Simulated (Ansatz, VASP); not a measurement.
MoS2: VASP beside Ansatz

File INCAR:

```
  PREC = Accurate
  ENCUT = 500
  EDIFF = 1E-6
  ISMEAR = 0
  SIGMA = 0.05
  LREAL = F
  LASPH = T
  NELM = 120
  ALGO = Normal
  ISIF = 2
  LWAVE = F
  LCHARG = F
  GGA = PE
  IVDW = 12
  NBANDS = 20
  GGA_COMPAT = F
```

KPOINTS

```
regular mesh
0
Gamma
  12 12 4
```

File POSCAR:

```
MoS2
1.0
    3.0953451714      0.0000000000      0.0000000000
   -1.5476725857      2.6806475519      0.0000000000
    0.0000000000      0.0000000000      6.8790951089
Mo S
1 2
Direct
    0.0000000000      0.0000000000      0.0000000000
    0.3333333333      0.6666666667      0.2483301274
    0.3333333333      0.6666666667      0.7516698726
```

Input for Ansatz:

```yaml
crystal:
  lattice:
    - [3.0953451714, 0.0, 0.0]
    - [-1.5476725857, 2.6806475519, 0.0]
    - [0.0, 0.0, 6.8790951089]
  atoms:
    - { symbol: Mo, position: [0.0, 0.0, 0.0] }
    - { symbol: S, position: [0.3333333333, 0.6666666667, 0.2483301274] }
    - { symbol: S, position: [0.3333333333, 0.6666666667, 0.7516698726] }
basis:
  ecutwfc: 420
kpoints:
  mp_grid: { grid: [12, 12, 4] }
hamiltonian:
  xc: pbe
  dispersion: d3bj
scf:
  occupations: { method: gaussian, width: 0.05 }
output:
  forces: true
  stress: true
  eigenvalues: true
```

Alike in both runs: task single point; functional PBE; dispersion D3(BJ); k mesh 12 × 12 × 4; occupations gaussian, width 0.05 eV; no spin polarisation.

|  | VASP | Ansatz |
| --- | --- | --- |
| version | VASP 6.6.1 | Ansatz 0.2.0 |
| potentials or method | VASP PAW PBE potentials, release 64 (Mo_sv, S), cutoff 500 eV | scalar-relativistic, plane waves, PAW |
| valence electrons in the cell | 26 | 26 |

Ansatz gave:

```
gap on the k mesh at the Fermi level (eV)                     : 1.02
least direct gap on the mesh (eV)                             : 1.88
pressure (GPa)                                                : -7.3
traceless stress, the component that is largest in VASP (GPa) : -11.75
rms of the force components (eV/Å)                            : 0.945
```

Problem. Which values does VASP return?

Solution. gap on the k mesh at the Fermi level (eV): 1.02; least direct gap on the mesh (eV): 1.88; pressure (GPa): -7.4; traceless stress, the component that is largest in VASP (GPa): -11.79; rms of the force components (eV/Å): 0.948.

Atom by atom the forces differ by 0.004 eV/Å (rms over components).
